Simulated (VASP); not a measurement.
# SbO6 (Im-3m) in VASP: single point with PBE

Aim: the single point of SbO6 with PBE.

Program: VASP 6.6.1. These are calculated values, not measurements. Logs are shortened: lines on timing, memory, paths and dates and some standing lists are left out, and cuts for length are marked.

### Step 1. The cell of the first run

Symmetry: Im-3m, No. 229, cubic system. Conventional cell: a = 5.578 Å, b = 5.578 Å, c = 5.578 Å, α = 90.00°, β = 90.00°, γ = 90.00°. Sb (site symmetry m-3m) has 24 O at 3.12 Å within 4.1 Å. O (site symmetry -4m2) has 4 O at 1.97 Å within 2.6 Å.

The cell was built from a structure type or drawn by symmetry, and may not be a known phase.

### Step 2. Single point, PBE

Contents of INCAR:

```
ALGO = Normal
EDIFF = 1E-6
ENCUT = 520
GGA = PE
ISIF = 2
ISMEAR = 0
LASPH = True
LCHARG = False
LREAL = False
LWAVE = False
NBANDS = 30
NELM = 80
PREC = Accurate
SIGMA = 0.1
```

Contents of KPOINTS:

```
k-points
0
Gamma
  4 4 4
```

Contents of POSCAR:

```
SbO6
1.0
   -2.7890606100      2.7890606100      2.7890606100
    2.7890606100     -2.7890606100      2.7890606100
    2.7890606100      2.7890606100     -2.7890606100
Sb O
1 6
Direct
    0.0000000000      0.0000000000      0.0000000000
    0.5000000000      0.7500000000      0.2500000000
    0.5000000000      0.2500000000      0.7500000000
    0.2500000000      0.5000000000      0.7500000000
    0.7500000000      0.5000000000      0.2500000000
    0.7500000000      0.2500000000      0.5000000000
    0.2500000000      0.7500000000      0.5000000000
```

Potentials or basis: VASP PAW PBE potentials, release 64 (Sb, O).

Command:

```
$ cat potpaw_PBE.64/Sb/POTCAR potpaw_PBE.64/O/POTCAR > POTCAR
$ mpirun -np 1 vasp_std > vasp.out
```

OUTCAR:

```text
EDIFF = 1E-6
   ENCUT = 520
   GGA = PE
   ISIF = 2
   ISMEAR = 0
   LASPH = True
   LREAL = False
   NELM = 80
   PREC = Accurate

 ion  position               nearest neighbor table
   1  0.000  0.000  0.000-
   2  0.500  0.750  0.250-
   3  0.500  0.250  0.750-
   4  0.250  0.500  0.750-
   5  0.750  0.500  0.250-
   6  0.750  0.250  0.500-
   7  0.250  0.750  0.500-

  LATTYP: Found a body centered cubic cell.
 ALAT       =     5.5781212200

  Lattice vectors:

 A1 = (  -2.7890606100,   2.7890606100,   2.7890606100)
 A2 = (   2.7890606100,  -2.7890606100,   2.7890606100)
 A3 = (   2.7890606100,   2.7890606100,  -2.7890606100)

Analysis of symmetry for initial positions (statically):
=====================================================================
 Subroutine PRICEL returns:
 Original cell was already a primitive cell.

 Routine SETGRP: Setting up the symmetry group for a
 body centered cubic supercell.

 Subroutine GETGRP returns: Found 48 space group operations
 (whereof 48 operations were pure point group operations)
 out of a pool of 48 trial point group operations.

The static configuration has the point symmetry O_h .

Analysis of symmetry for dynamics (positions and initial velocities):
=====================================================================
 Subroutine PRICEL returns:
 Original cell was already a primitive cell.

 Routine SETGRP: Setting up the symmetry group for a
 body centered cubic supercell.

 Subroutine GETGRP returns: Found 48 space group operations
 (whereof 48 operations were pure point group operations)
 out of a pool of 48 trial point group operations.

The dynamic configuration has the point symmetry O_h .

 Subroutine INISYM returns: Found 48 space group operations
 (whereof 48 operations are pure point group operations),
 and found     1 'primitive' translations

----------------------------------------------------------------------------------------

                                     Primitive cell

  volume of cell :      86.7828

  direct lattice vectors                    reciprocal lattice vectors
    -2.789060610  2.789060610  2.789060610     0.000000000  0.179271830  0.179271830
     2.789060610 -2.789060610  2.789060610     0.179271830  0.000000000  0.179271830
     2.789060610  2.789060610 -2.789060610     0.179271830  0.179271830  0.000000000

  length of vectors
     4.830794682  4.830794682  4.830794682     0.253528654  0.253528654  0.253528654

  position of ions in fractional coordinates (direct lattice)
     0.000000000  0.000000000  0.000000000
     0.500000000  0.750000000  0.250000000
     0.500000000  0.250000000  0.750000000
     0.250000000  0.500000000  0.750000000
     0.750000000  0.500000000  0.250000000
     0.750000000  0.250000000  0.500000000
     0.250000000  0.750000000  0.500000000

  ion indices of the primitive-cell ions
   primitive index   ion index
                 1           1
                 2           2
                 3           3
                 4           4
                 5           5
                 6           6
                 7           7

----------------------------------------------------------------------------------------

 KPOINTS: k-points

Automatic generation of k-mesh.
 Grid dimensions read from file:
 generate k-points for:    4    4    4

 Generating k-lattice:

  Cartesian coordinates                     Fractional coordinates (reciprocal lattice)
     0.000000000  0.044817958  0.044817958     0.250000000  0.000000000  0.000000000
     0.044817958  0.000000000  0.044817958     0.000000000  0.250000000  0.000000000
     0.044817958  0.044817958  0.000000000     0.000000000  0.000000000  0.250000000

  Length of vectors
     0.063382163  0.063382163  0.063382163

  Shift w.r.t. Gamma in fractional coordinates (k-lattice)
     0.000000000  0.000000000  0.000000000

 Subroutine IBZKPT returns following result:
 ===========================================

 Found      8 irreducible k-points:

 Following reciprocal coordinates:
            Coordinates               Weight
  0.000000  0.000000  0.000000      1.000000
  0.250000  0.000000  0.000000     12.000000
  0.500000  0.000000  0.000000      6.000000
  0.250000  0.250000  0.000000     24.000000
  0.250000  0.250000  0.250000      2.000000
 -0.250000  0.250000  0.250000      6.000000
  0.500000  0.500000  0.250000     12.000000
  0.500000  0.500000  0.500000      1.000000
   k-points           NKPTS =      8   k-points in BZ     NKDIM =      8   number of bands    NBANDS=     30
   number of dos      NEDOS =    301   number of ions     NIONS =      7
   total plane-waves  NPLWV =  46656
   dimension x,y,z NGX =    36 NGY =   36 NGZ =   36
   dimension x,y,z NGXF=    72 NGYF=   72 NGZF=   72
   ions per type =               1   6
   NGX,Y,Z   is equivalent  to a cutoff of  12.39, 12.39, 12.39 a.u.
   NGXF,Y,Z  is equivalent  to a cutoff of  24.78, 24.78, 24.78 a.u.
 SYSTEM =  unknown system
   PREC   = accura    normal or accurate (medium, high low for compatibility)
   ISTART =      0    job   : 0-new  1-cont  2-samecut
   ICHARG =      2    charge: 1-file 2-atom 10-const
   ISPIN  =      1    spin polarized calculation?
   LNONCOLLINEAR =      F non collinear calculations
   LSORBIT =      F    spin-orbit coupling
   LASPH  =      T    aspherical Exc in radial PAW
   ENCUT  =  520.0 eV  38.22 Ry    6.18 a.u.   8.98  8.98  8.98*2*pi/ulx,y,z
   NELM   =     80;   NELMIN=  2; NELMDL= -5     # of ELM steps
   EDIFF  = 0.1E-05   stopping-criterion for ELM
   LREAL  =      F    real-space projection
   EDIFFG = 0.1E-04   stopping-criterion for IOM
   NSW    =      0    number of steps for IOM
   IBRION =     -1    ionic relax: 0-MD 1-quasi-New 2-CG
   NFREE  =      0    steps in history (QN), initial steepest desc. (CG)
   ISIF   =      2    stress and relaxation
   ISYM   =      2    0-nonsym 1-usesym 2-fastsym
   POTIM  = 0.5000    time-step for ionic-motion
   TEBEG  =    0.0;   TEEND  =   0.0 temperature during run
   PSTRESS=    0.0 pullay stress
   NELECT =      41.0000    total number of electrons
   NUPDOWN=      -1.0000    fix difference up-down
   EMIN   =  10.00;   EMAX   =-10.00  energy-range for DOS
   EFERMI =   0.00;   METHOD = LEGACY
   ISMEAR =     0;   SIGMA  =   0.10  broadening in eV -4-tet -1-fermi 0-gaus
   EFERMI_NEDOS =   21; number of points for ismear=-14 and -15
   IALGO  =     38    algorithm
   IMIX   =      4    mixing-type and parameters
     AMIX     =   0.40;   BMIX     =  1.00
     AMIX_MAG =   1.60;   BMIX_MAG =  1.00
  volume/ion in A,a.u.               =      12.40        83.66
  Fermi-wavevector in a.u.,A,eV,Ry     =   1.275043  2.409482 22.119463  1.625735
  Thomas-Fermi vector in A             =   2.407777
   LORBIT       =      0    0 simple, 1 ext, 2 COOP (PROOUT), +10 PAW based schemes
   GGA     = PE    functional components
   LHFCALC =     F    Hartree Fock is set to
   AEXX    =    0.0000 exact exchange contribution
   IVDW    =     0    specifies the selected vdW correction
   LEPSILON=     F    determine dielectric tensor
   LRPA    =     F    only Hartree local field effects (RPA)
 non-spin polarized calculation
 Gauss-broadening in eV      SIGMA  =   0.10
  energy-cutoff  :      520.00
  volume of cell :       86.78
 maximum number of plane-waves:      2382
   NGX = 17   NGY = 17   NGZ = 17

 number of electron      41.0000025 magnetization

 Free energy of the ion-electron system (eV)
  ---------------------------------------------------
  ext. energy  EPLUGINS =         0.00000000
  ---------------------------------------------------
  free energy    TOTEN  =       -23.29808338 eV

  energy without entropy =      -23.27472895  energy(sigma->0) =      -23.28640616

 E-fermi :   3.5360     XC(G=0): -10.3819

 val. band max:        3.4467855252   @ k =   0.2500   0.2500   0.0000
 cond. band min:       3.5599858064   @ k =   0.5000   0.5000   0.2500
 fundamental gap:      0.1132002812
 Fermi energy:         3.5360040730

 k-point     1 :       0.0000    0.0000    0.0000
  band No.  band energies     occupation
      1     -17.2694      2.00000
      2     -14.0699      2.00000
      3     -14.0699      2.00000
      4     -14.0699      2.00000
      5     -12.8983      2.00000
      6     -12.8983      2.00000
[... 22 lines left out ...]
     29      13.2689      0.00000
     30      13.2689      0.00000

 k-point     2 :       0.2500    0.0000    0.0000
  band No.  band energies     occupation
      1     -16.9952      2.00000
      2     -14.9414      2.00000
      3     -14.2204      2.00000
      4     -14.0887      2.00000
      5     -12.6900      2.00000
      6     -12.2165      2.00000
[... 22 lines left out ...]
     29      13.0008      0.00000
     30      13.3503      0.00000

 k-point     3 :       0.5000    0.0000    0.0000
  band No.  band energies     occupation
      1     -16.4443      2.00000
      2     -15.8310      2.00000
      3     -14.3401      2.00000
      4     -14.1072      2.00000
      5     -12.5098      2.00000
      6     -11.7906      2.00000
[... 22 lines left out ...]
     29      12.7437      0.00000
     30      13.1479      0.00000

 k-point     4 :       0.2500    0.2500    0.0000
  band No.  band energies     occupation
      1     -16.5003      2.00000
      2     -15.6191      2.00000
      3     -14.8749      2.00000
      4     -13.5055      2.00000
      5     -12.8223      2.00000
      6     -11.7000      2.00000
[... 22 lines left out ...]
     29      12.7870      0.00000
     30      13.4831      0.00000

 k-point     5 :       0.2500    0.2500    0.2500
  band No.  band energies     occupation
      1     -15.8236      2.00000
      2     -15.8236      2.00000
      3     -15.8236      2.00000
      4     -12.5083      2.00000
      5     -12.5083      2.00000
      6     -12.5083      2.00000
[... 22 lines left out ...]
     29      13.1164      0.00000
     30      13.1164      0.00000

 k-point     6 :      -0.2500    0.2500    0.2500
  band No.  band energies     occupation
      1     -16.7453      2.00000
      2     -15.3087      2.00000
      3     -14.1108      2.00000
      4     -14.1108      2.00000
      5     -13.3830      2.00000
      6     -11.3889      2.00000
[... 22 lines left out ...]
     29      13.3555      0.00000
     30      13.9184      0.00000

 k-point     7 :       0.5000    0.5000    0.2500
  band No.  band energies     occupation
      1     -16.2336      2.00000
      2     -15.8856      2.00000
      3     -14.2503      2.00000
      4     -14.1325      2.00000
      5     -13.4834      2.00000
      6     -10.9486      2.00000
[... 22 lines left out ...]
     29      13.2411      0.00000
     30      14.0218      0.00000

 k-point     8 :       0.5000    0.5000    0.5000
  band No.  band energies     occupation
      1     -15.9376      2.00000
      2     -15.9376      2.00000
      3     -14.1578      2.00000
      4     -14.1578      2.00000
      5     -14.1578      2.00000
      6     -10.4883      2.00000
[... 22 lines left out ...]
     29      14.1099      0.00000
     30      14.3054      0.00000

------------------------ aborting loop because EDIFF is reached ----------------------------------------

  FORCE on cell =-STRESS in cart. coord.  units (eV):
  Direction    XX          YY          ZZ          XY          YZ          ZX
  --------------------------------------------------------------------------------------
  -------------------------------------------------------------------------------------
  Total       -2.6657172     -2.6657172     -2.6657172     -0.0000000     -0.0000000      0.0000000
  in kB      -49.2142437    -49.2142437    -49.2142437     -0.0000000     -0.0000000      0.0000000
  external PRESSURE =     -49.2142437 kB  Pullay stress =       0.0000000 kB

 VOLUME and BASIS-vectors are now :
 -----------------------------------------------------------------------------
  energy-cutoff  :      520.00
  volume of cell :       86.78
      direct lattice vectors                 reciprocal lattice vectors
    -2.789060610  2.789060610  2.789060610     0.000000000  0.179271830  0.179271830
     2.789060610 -2.789060610  2.789060610     0.179271830  0.000000000  0.179271830
     2.789060610  2.789060610 -2.789060610     0.179271830  0.179271830  0.000000000

 POSITION                                       TOTAL-FORCE (eV/Angst)
 -----------------------------------------------------------------------------------
      0.00000      0.00000      0.00000        -0.000000     -0.000000     -0.000000
      1.39453      0.00000      2.78906        -0.000000     -0.000000      0.000000
      1.39453      2.78906      0.00000        -0.000000      0.000000      0.000000
      2.78906      1.39453      0.00000         0.000000     -0.000000     -0.000000
      0.00000      1.39453      2.78906        -0.000000     -0.000000      0.000000
      0.00000      2.78906      1.39453        -0.000000      0.000000     -0.000000
      2.78906      0.00000      1.39453         0.000000     -0.000000      0.000000
 -----------------------------------------------------------------------------------
    total drift:                                0.000000      0.000000     -0.000000

  FREE ENERGIE OF THE ION-ELECTRON SYSTEM (eV)
  ---------------------------------------------------
  free  energy   TOTEN  =       -23.2980833773 eV

  energy  without entropy=      -23.2747289516  energy(sigma->0) =      -23.28640616
```

It took 47 s on 1 thread of Intel Xeon 8259CL, shared host; peak memory 0.2 GiB.

Results:

* Free energy: -23.2981 eV
* Pressure: -4.9 GPa
* Band gap on the k mesh: zero (an odd number of electrons rules out a gap without spin polarisation)

Caveat: the k points lie up to 0.40 Å⁻¹ apart, too coarse for converged energies and pressures of a metal; spin-orbit coupling is left out, which moves the levels of the heavy elements; an odd number of electrons without spin polarisation forces a metal; a magnetic or distorted state may lie lower.
